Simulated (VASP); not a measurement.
A run of VASP 6.6.1:

Contents of INCAR:

```
SYSTEM = SiNi
  ALGO = Normal
  EDIFF = 1E-7
  ENCUT = 520
  GGA = PE
  ISIF = 2
  ISMEAR = -1
  LASPH = .TRUE.
  LCHARG = .TRUE.
  LELF = .TRUE.
  LREAL = Auto
  LVHAR = .TRUE.
  LWAVE = .FALSE.
  NBANDS = 70
  NELM = 80
  PREC = Accurate
  SIGMA = 0.3
```

The input KPOINTS:

```
k-points
0
G
  2 2 2
  0 0 0
```

The input POSCAR:

```
SiNi
1.0
    0.0000000000      4.6419370000      4.6419370000
    4.6419370000      0.0000000000      4.6419370000
    4.6419370000      4.6419370000      0.0000000000
Si Ni
8 8
Direct
    0.3681760438      0.4379314067      0.3704164878
    0.8340914579      0.4577830332      0.3562521422
    0.3130051097      1.0712446119      0.3825450453
    0.3731631860      0.2109895072      0.7874299026
    0.8956390403      0.8530275185      0.8974055443
    0.4322441257      0.7006665536      0.8644343945
    0.8792557934      0.3623379637      1.0179909809
    0.8728360596      0.6324838101      0.6042412898
    0.0609982428     -0.2473428657      0.2049252284
    0.6690095105      0.1386705593      0.1337372739
    0.1762087680      0.4393101414      0.0593179097
    0.0351577370      0.2316059007      0.6910477243
    0.6189765178      0.3767931361      0.7255053225
    0.2181309225      0.6903260428      0.5857145411
    0.8410389887      0.1020586880      0.5174887121
    0.4661631556      0.7810963397      0.1553661758
```

Potentials or basis: VASP PAW PBE potentials, release 64 (Si, Ni).

Launch:

```bash
$ cat potpaw_PBE.64/Si/POTCAR potpaw_PBE.64/Ni/POTCAR > POTCAR
$ mpirun -np 1 vasp_std > vasp.out
```

Hardware: 1 thread of AMD EPYC 9R14 (Zen 4), with other jobs on the host.

Problem. Estimate the wall time of this run.

Solution. It took 6.6 min on 1 thread of AMD EPYC 9R14 (Zen 4) (shared host), peak memory 0.34 GiB. Counts: scf iterations 25, k points 8.
